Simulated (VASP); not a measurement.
# FeNi3 (Pm-3m) in VASP: electric field gradients with LDA

Aim: the electric field gradients of FeNi3 with LDA.

All numbers are computed with VASP 6.6.1; they aren't measurements. Logs are shortened: lines on timing, memory, paths and dates and some standing lists are left out, and cuts for length are marked.

## 1. The cell of the first run

It takes space group Pm-3m (No. 221, cubic). The conventional cell has a = 3.545 Å, b = 3.545 Å, c = 3.545 Å, α = 90.00°, β = 90.00°, γ = 90.00°. Fe (site symmetry m-3m) has 12 Ni at 2.51 Å within 3.3 Å. Within 3.3 Å of Ni (site symmetry 4/mmm) lie 4 Fe at 2.51 Å and 8 Ni at 2.51 Å.

## 2. Electric field gradients, LDA, collinear spin, ferromagnetic start

Input file INCAR:

```
PREC = Accurate
ENCUT = 520
EDIFF = 1E-8
ISMEAR = 0
SIGMA = 0.05
LREAL = False
LASPH = True
NELM = 150
ALGO = Normal
ISIF = 2
LWAVE = False
LCHARG = False
ISPIN = 2
MAGMOM = 3.01 0.73 0.73 0.73
LORBIT = 11
LMAXMIX = 4
GGA = CA
LEFG = True
NBANDS = 31
```

Input file KPOINTS:

```
regular mesh
0
Gamma
  12 12 12
```

Input file POSCAR:

```
FeNi3
1.0
    3.5450000000      0.0000000000      0.0000000000
    0.0000000000      3.5450000000      0.0000000000
    0.0000000000      0.0000000000      3.5450000000
Fe Ni
1 3
Direct
    0.0000000000      0.0000000000      0.0000000000
    0.0000000000      0.5000000000      0.5000000000
    0.5000000000      0.0000000000      0.5000000000
    0.5000000000      0.5000000000      0.0000000000
```

Potentials or basis: VASP PAW LDA potentials, release 64 (Fe, Ni).

The run is started by

```bash
$ cat potpaw_LDA.64/Fe/POTCAR potpaw_LDA.64/Ni/POTCAR > POTCAR
$ mpirun -np 1 vasp_std > vasp.out
```

OUTCAR:

```text
PREC = Accurate
   ENCUT = 520
   EDIFF = 1E-8
   ISMEAR = 0
   LREAL = False
   LASPH = True
   NELM = 150
   ISIF = 2
   ISPIN = 2
   LORBIT = 11
   GGA = CA

 ion  position               nearest neighbor table
   1  0.000  0.000  0.000-   2 2.51   3 2.51   4 2.51   2 2.51   3 2.51   2 2.51   4 2.51   2 2.51
                             3 2.51   4 2.51   3 2.51   4 2.51
   2  0.000  0.500  0.500-   1 2.51   3 2.51   4 2.51   1 2.51   4 2.51   1 2.51   3 2.51   1 2.51
                             3 2.51   4 2.51   4 2.51   3 2.51
   3  0.500  0.000  0.500-   1 2.51   2 2.51   4 2.51   1 2.51   4 2.51   2 2.51   4 2.51   4 2.51
                             1 2.51   2 2.51   1 2.51   2 2.51
   4  0.500  0.500  0.000-   1 2.51   2 2.51   3 2.51   2 2.51   3 2.51   1 2.51   3 2.51   3 2.51
                             1 2.51   2 2.51   2 2.51   1 2.51

  LATTYP: Found a simple cubic cell.
 ALAT       =     3.5450000000

  Lattice vectors:

 A1 = (   3.5450000000,   0.0000000000,   0.0000000000)
 A2 = (   0.0000000000,   3.5450000000,   0.0000000000)
 A3 = (   0.0000000000,   0.0000000000,   3.5450000000)

Analysis of symmetry for initial positions (statically):
=====================================================================
 Subroutine PRICEL returns:
 Original cell was already a primitive cell.

 Routine SETGRP: Setting up the symmetry group for a
 simple cubic supercell.

 Subroutine GETGRP returns: Found 48 space group operations
 (whereof 48 operations were pure point group operations)
 out of a pool of 48 trial point group operations.

The static configuration has the point symmetry O_h .

Analysis of symmetry for dynamics (positions and initial velocities):
=====================================================================
 Subroutine PRICEL returns:
 Original cell was already a primitive cell.

 Routine SETGRP: Setting up the symmetry group for a
 simple cubic supercell.

 Subroutine GETGRP returns: Found 48 space group operations
[... 1006 lines left out ...]
      6       4.6797      1.00000
[... 805 lines left out ...]
     30      22.2747      0.00000
     31      23.4156      0.00000

 [... further k-points ...]

------------------------ aborting loop because EDIFF is reached ----------------------------------------

  FORCE on cell =-STRESS in cart. coord.  units (eV):
  Direction    XX          YY          ZZ          XY          YZ          ZX
  --------------------------------------------------------------------------------------
  -------------------------------------------------------------------------------------
  Total       -4.7745145     -4.7745145     -4.7745145      0.0000000     -0.0000000      0.0000000
  in kB     -171.7082189   -171.7082189   -171.7082189      0.0000000     -0.0000000      0.0000000
  external PRESSURE =    -171.7082189 kB  Pullay stress =       0.0000000 kB

 VOLUME and BASIS-vectors are now :
 -----------------------------------------------------------------------------
  energy-cutoff  :      520.00
  volume of cell :       44.55
      direct lattice vectors                 reciprocal lattice vectors
     3.545000000  0.000000000  0.000000000     0.282087447  0.000000000  0.000000000
     0.000000000  3.545000000  0.000000000     0.000000000  0.282087447  0.000000000
     0.000000000  0.000000000  3.545000000     0.000000000  0.000000000  0.282087447

 POSITION                                       TOTAL-FORCE (eV/Angst)
 -----------------------------------------------------------------------------------
      0.00000      0.00000      0.00000         0.000000      0.000000      0.000000
      0.00000      1.77250      1.77250         0.000000      0.000000      0.000000
      1.77250      0.00000      1.77250         0.000000      0.000000      0.000000
      1.77250      1.77250      0.00000         0.000000      0.000000      0.000000
 -----------------------------------------------------------------------------------
    total drift:                                0.000000      0.000000      0.000000

  FREE ENERGIE OF THE ION-ELECTRON SYSTEM (eV)
  ---------------------------------------------------
  free  energy   TOTEN  =       -28.9803873455 eV

  energy  without entropy=      -28.9763230117  energy(sigma->0) =      -28.97835518

 Electric field gradients (V/A^2)
---------------------------------------------------------------------
 ion       V_xx      V_yy      V_zz      V_xy      V_xz      V_yz
---------------------------------------------------------------------
   1      -0.000    -0.000    -0.000    -0.000     0.000    -0.000
   2      -0.441     0.220     0.220    -0.000    -0.000    -0.000
   3       0.220    -0.441     0.220    -0.000    -0.000     0.000
   4       0.220     0.220    -0.441    -0.000    -0.000    -0.000
---------------------------------------------------------------------

 Electric field gradients after diagonalization (V/A^2)
 (convention: |V_zz| > |V_xx| > |V_yy|)
----------------------------------------------------------------------
 ion       V_xx      V_yy      V_zz     asymmetry (V_yy - V_xx)/ V_zz
----------------------------------------------------------------------
   1      -0.000    -0.000    -0.000      -0.354
   2       0.220     0.220    -0.441       0.000
   3       0.220     0.220    -0.441       0.000
   4       0.220     0.220    -0.441       0.000
----------------------------------------------------------------------

           NMR quadrupolar parameters

 Cq : quadrupolar parameter    Cq=e*Q*V_zz/h
 eta: asymmetry parameters     (V_yy - V_xx)/ V_zz
 Q  : nuclear electric quadrupole moment in mb (millibarn)
----------------------------------------------------------------------
 ion       Cq(MHz)       eta       Q (mb)
----------------------------------------------------------------------
   1      -0.000      -0.354       1.000
   2      -0.001       0.000       1.000
   3      -0.001       0.000       1.000
   4      -0.001       0.000       1.000
----------------------------------------------------------------------

 total charge

# of ion       s       p       d       tot
------------------------------------------
    1        0.473   0.495   6.139   7.107
    2        0.505   0.506   8.334   9.344
    3        0.505   0.506   8.334   9.344
    4        0.505   0.506   8.334   9.344
--------------------------------------------------
tot          1.989   2.012  31.140  35.140

 magnetization (x)

# of ion       s       p       d       tot
------------------------------------------
    1        0.008   0.006   2.791   2.805
    2       -0.012  -0.031   0.662   0.618
    3       -0.012  -0.031   0.662   0.618
    4       -0.012  -0.031   0.662   0.618
--------------------------------------------------
tot         -0.029  -0.087   4.776   4.660
```

It took 4.3 min on 1 thread of Oxide Virtual Turin-like, shared host; peak memory 0.24 GiB.

Results:

```yaml
Free_energy: -28.9804 eV
Pressure: -17.2 GPa
Net_moment: 4.68 μB per cell
Site_moments: Fe +2.81; Ni +0.62 μB
Largest_electric_field_gradient_by_atom: Fe -0.0; Ni -0.4 V/Å²
Valence_electrons_inside_the_program's_atomic_spheres: Fe 7.11; Ni 9.34
```

Levels at points of the mesh, in eV from the Fermi level:
Spin up:
```tsv
k point	band 19	band 20	band 21	band 22	band 23	band 24
(0.00, 0.00, 0.00)	-0.50	-0.50	-0.50	2.27	2.27	2.27
(0.50, 0.00, 0.00)	-1.22	-0.96	-0.55	-0.50	7.54	7.54
(0.50, 0.50, 0.00)	-1.41	-1.40	0.84	0.84	0.93	0.94
(0.50, 0.50, 0.50)	-0.68	-0.68	-0.44	-0.44	-0.44	-0.33
```
Spin down:
```tsv
k point	band 14	band 15	band 16	band 17	band 18	band 19	band 20	band 21
(0.00, 0.00, 0.00)	0.24	0.24	0.24	0.91	0.91	1.25	1.25	1.25
(0.50, 0.00, 0.00)	-0.95	-0.83	-0.35	-0.14	-0.14	0.25	0.38	0.52
(0.50, 0.50, 0.00)	-1.16	-1.16	-0.78	-0.70	0.15	0.15	0.24	1.43
(0.50, 0.50, 0.50)	-0.25	-0.25	-0.25	0.04	0.04	0.04	0.79	0.79
```

Electric field gradients, principal values (V/Å²):
```
atom  least  middle  greatest (by size)
1 Fe  0.000   0.000               0.000
2 Ni  0.220   0.220              -0.441
3 Ni  0.220   0.220              -0.441
4 Ni  0.220   0.220              -0.441
```

Caveat: the cell stands under tension; without QUAD_EFG the Cq values of the log hold for a quadrupole moment of 1 mb, not for the nuclei.
